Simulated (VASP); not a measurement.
Wanted: the native input for a VASP 6.6.1 run.

| Item | Value |
| --- | --- |
| Task | single point |
| Functional | PBEsol |
| Potentials or basis | VASP PAW PBE potentials, release 64 (Zr_sv, S) |
| Cutoff | 520 eV |
| k mesh | 16 × 16 × 16 |
| Occupations | gaussian, width 0.15 eV |
| Spin | no spin polarisation |
| Dipole correction | no |
| Further INCAR settings | ALGO = Normal; EDIFF = 1e-06; NBANDS = 16 |

The structure of ZrS lies in POSCAR:

```
ZrS
1.0
    0.0000000000      2.7037500000      2.5462500000
    2.7037500000      0.0000000000      2.5462500000
    2.7037500000      2.7037500000      0.0000000000
Zr S
1 1
Direct
    0.0000000000      0.0000000000      0.0000000000
    0.5000000000      0.5000000000      0.5000000000
```

This cell differs from its parent crystal: strain +0.030 along x and y, -0.030 along z.

These files were run (other wordings do the same):

INCAR

```
PREC = Accurate
ENCUT = 520
EDIFF = 1E-6
ISMEAR = 0
SIGMA = 0.15
LREAL = F
LASPH = T
NELM = 100
ALGO = Normal
ISIF = 2
LWAVE = F
LCHARG = F
GGA = PS
NBANDS = 16
```

KPOINTS

```
Automatic mesh
0
Gamma
  16 16 16
```

Potentials or basis: VASP PAW PBE potentials, release 64 (Zr_sv, S).

The run is started by

```console
$ cat potpaw_PBE.64/Zr_sv/POTCAR potpaw_PBE.64/S/POTCAR > POTCAR
$ mpirun -np 1 vasp_std > vasp.out
```

It gave:

The pressure is -8.2 GPa and the band gap on the k mesh is zero (band 9 reaches 11.53 eV, above the bottom of band 10 at 8.76 eV).

Caveat: the cell differs from its parent crystal (strain +0.030 along x and y, -0.030 along z); the PAW data sets were made with another functional, which shifts forces and pressure a little.

It took 78 s on 1 thread of Intel(R) Xeon(R) 6975P-C (Granite Rapids), on a shared host, peak memory 0.31 GiB.
